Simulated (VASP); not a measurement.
**W: single point with PBE**

W:

```
CELL_PARAMETERS angstrom
-1.59178 1.47240 1.59178
1.59178 -1.47240 1.59178
1.59178 1.47240 -1.59178
ATOMIC_POSITIONS crystal
W 0.00000 0.00000 0.00000
```

This cell differs from its parent crystal: strain -0.0750 x Voigt [0, 1, 0, 0, 0, 0].

```json
{
 "Program": "VASP 6.6.1",
 "Task": "single point",
 "Functional": "PBE",
 "Potentials or basis": "VASP PAW PBE potentials, release 64 (W_sv)",
 "Cutoff": "500 eV",
 "k mesh": "26 × 26 × 26",
 "Occupations": "gaussian, width 0.15 eV",
 "Spin": "no spin polarisation"
}
```

```yaml
Pressure: 29.8 GPa
Band_gap_on_the_k_mesh: zero (bands 7 and 8 overlap by 6.85 eV)
```

Stress tensor (GPa, compression positive):
```
19.58  0.00  0.00
 0.00 50.34  0.00
 0.00  0.00 19.58
```

Levels at points of the mesh, in eV from the Fermi level:
| k point | band 5 | band 6 | band 7 | band 8 | band 9 | band 10 |
| --- | --- | --- | --- | --- | --- | --- |
| (0.00, 0.00, 0.00) | -9.98 | -2.06 | -0.88 | -0.88 | 1.53 | 3.12 |
| (0.50, 0.00, 0.00) | -6.69 | -4.23 | 1.16 | 2.36 | 4.17 | 6.69 |
| (0.00, 0.50, 0.00) | -6.69 | -3.04 | 0.47 | 1.31 | 2.89 | 6.53 |
| (0.50, 0.50, 0.50) | -6.46 | -6.24 | 5.52 | 5.52 | 5.87 | 8.04 |

Run time: 4.3 min on 1 thread of Intel Xeon 8259CL (shared host), peak memory 0.33 GiB.

Caveat: the cell differs from its parent crystal (strain -0.0750 x Voigt [0, 1, 0, 0, 0, 0]); the cell stands under pressure; spin-orbit coupling is left out, which moves the levels of the heavy elements.
